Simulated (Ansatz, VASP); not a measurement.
One calculation of TaN, two programs

INCAR

```
SYSTEM = TaN
ALGO = Normal
EDIFF = 1E-6
ENCUT = 520
GGA = PS
ISIF = 2
ISMEAR = -1
LASPH = .TRUE.
LCHARG = .FALSE.
LREAL = .FALSE.
LWAVE = .FALSE.
NBANDS = 15
NELM = 100
PREC = Accurate
SIGMA = 0.02
```

File KPOINTS:

```
k-points
0
G
  12 12 10
  0 0 0
```

Contents of POSCAR:

```
TaN
1.0
    2.9379988584     -0.0440699829     -0.0440699829
   -1.5071651539      2.5664166391     -0.0161307333
   -0.0432450000     -0.0432450000      2.8830000000
Ta N
1 1
Direct
    0.3333333333      0.6666666667      0.5000000000
    0.0000000000      0.0000000000      0.0000000000
```

Input for Ansatz:

```yaml
crystal:
  lattice:
    - [2.9379988584, -0.0440699829, -0.0440699829]
    - [-1.5071651539, 2.5664166391, -0.0161307333]
    - [-0.043245, -0.043245, 2.883]
  atoms:
    - { symbol: Ta, position: [0.3333333333, 0.6666666667, 0.5] }
    - { symbol: "N", position: [0.0, 0.0, 0.0] }
kpoints:
  mp_grid: { grid: [12, 12, 10] }
  band_path:
    path:
      - [0.0, 0.0, 0.0]
      - [0.0, 0.0, 0.5]
      - [-0.5, 0.5, 0.0]
      - [0.0, 0.0, 0.0]
      - [0.0, -0.5, 0.0]
      - [-0.5, 0.0, 0.5]
      - [0.0, 0.0, 0.0]
      - [-0.5, 0.0, 0.0]
      - [0.0, -0.5, 0.5]
    npoints: 5
scf:
  occupations: { method: fermi_dirac, width: 0.02 }
hamiltonian:
  xc: pbesol
  pseudopotentials: { kind: all_electron, lapw: { basis_error: 0.0005 } }
output:
  forces: true
  stress: true
  eigenvalues: true
```

Change from the starting cell: equal xy, yz and zx shear strains of -3 %.

Alike in both runs: task single point; functional PBEsol; k mesh 12 × 12 × 10; occupations fermi-dirac, width 0.02 eV; no spin polarisation.

```csv
,VASP,Ansatz
version,VASP 6.6.1,Ansatz 0.2.0
potentials or method,"VASP PAW PBE potentials, release 64 (Ta_pv, N), cutoff 520 eV","all-electron LAPW, scalar-relativistic"
```

Ansatz gave:

| Property | Result |
| --- | --- |
| pressure (GPa) | -3.8 |
| traceless stress, the component that is largest in VASP (GPa) | 7.60 |
| rms of the force components (eV/Å) | 0.060 |

**Question.** Which values does VASP return?

**Answer.** Pressure (GPa): -3.1; traceless stress, the component that is largest in VASP (GPa): 7.71; rms of the force components (eV/Å): 0.063.

VASP's potentials were made for PBE, not for PBEsol. Atom by atom the forces differ by 0.004 eV/Å (rms over components). Ansatz ran all-electron here, and VASP with PAW potentials.

Neither program's run includes spin-orbit coupling.
